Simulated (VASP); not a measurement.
Crystal: ScPd.

```xyz
2
Lattice="3.2830 0.0000 0.0000 0.0000 3.2830 0.0000 0.0000 0.0000 3.2830" Properties=species:S:1:pos:R:3 pbc="T T T"
Sc    1.6415    1.6415    1.6415
Pd    0.0000    0.0000    0.0000
```

Base run:

```yaml
Program: VASP 6.6.1
Functional: PBEsol
Potentials_or_basis: VASP PAW PBE potentials, release 64 (Sc_sv, Pd)
Cutoff: 500 eV
k_mesh: 6 × 6 × 6
Occupations: fermi-dirac, width 0.15 eV
Spin: no spin polarisation
```

Its results: pressure -1.9 GPa.

Question: The run is repeated on the same cell with these changes: k mesh from 6 × 6 × 6 to 4 × 4 × 4. What comes out?

Answer: Pressure -1.1 GPa.

Caveats: some runs use coarse meshes; the PAW data sets were made with another functional, which shifts forces and pressure a little.
